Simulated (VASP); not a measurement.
## AlRu: single point with PBE

AlRu:

```
Al Ru
1.0
     3.00389    0.00000    0.00000
     0.00000    3.00389    0.00000
     0.00000    0.00000    6.00778
Al Ru
2 2
Cartesian
  0.0000 0.0000 -0.0600
  0.0000 0.0000 3.0639
  1.4695 1.5019 1.5019
  1.5343 1.5019 4.5058
```

This cell differs from its parent crystal: atoms displaced along a vibrational mode.

* Program: VASP 6.6.1
* Task: single point
* Functional: PBE
* Potentials or basis: VASP PAW PBE potentials, release 64 (Al, Ru_pv)
* Cutoff: 520 eV
* k mesh: 14 × 14 × 8
* Occupations: gaussian, width 0.15 eV
* Spin: no spin polarisation
* Dipole correction: no
* Further INCAR settings: ALGO = Fast; EDIFF = 1e-07; NBANDS = 25

```
Pressure               : 0.5 GPa
Largest force          : 0.652 eV/Å
Band gap on the k mesh : zero (bands 17 and 18 overlap by 2.68 eV)
```

Forces on the atoms (eV/Å):
```
Al   0.045  0.000  0.650
Al   0.045  0.000 -0.650
Ru   0.251  0.000  0.000
Ru  -0.341  0.000  0.000
```

Levels at points of the mesh, in eV from the Fermi level:
```tsv
k point	band 14	band 15	band 16	band 17	band 18	band 19	band 20	band 21
(0.00, 0.00, 0.00)	-1.58	0.12	0.16	0.16	0.44	2.23	6.00	6.01
(0.50, 0.00, 0.00)	-1.36	-1.30	-1.16	-1.10	0.41	1.49	2.24	5.22
(0.00, 0.50, 0.00)	-1.36	-1.35	-1.15	-1.10	0.41	1.49	2.23	5.22
(0.50, 0.50, 0.00)	-1.16	-1.15	1.48	1.58	1.60	2.50	4.09	4.10
(0.00, 0.00, 0.50)	-0.92	-0.77	-0.77	0.18	0.38	3.02	3.10	7.66
(0.50, 0.00, 0.50)	-1.55	-1.43	-1.22	-0.54	-0.38	2.04	2.13	6.91
(0.00, 0.50, 0.50)	-1.53	-1.46	-1.21	-0.54	-0.38	2.04	2.13	6.95
(0.50, 0.50, 0.50)	-1.31	1.50	1.58	1.64	1.66	2.06	2.07	4.37
```

Wall time 5.1 min on 1 thread of Intel(R) Xeon(R) Platinum 8259CL CPU @ 2.50GHz (Skylake/Cascade Lake), on a shared host, peak memory 0.45 GiB.

Caveat: the cell differs from its parent crystal (atoms displaced along a vibrational mode).
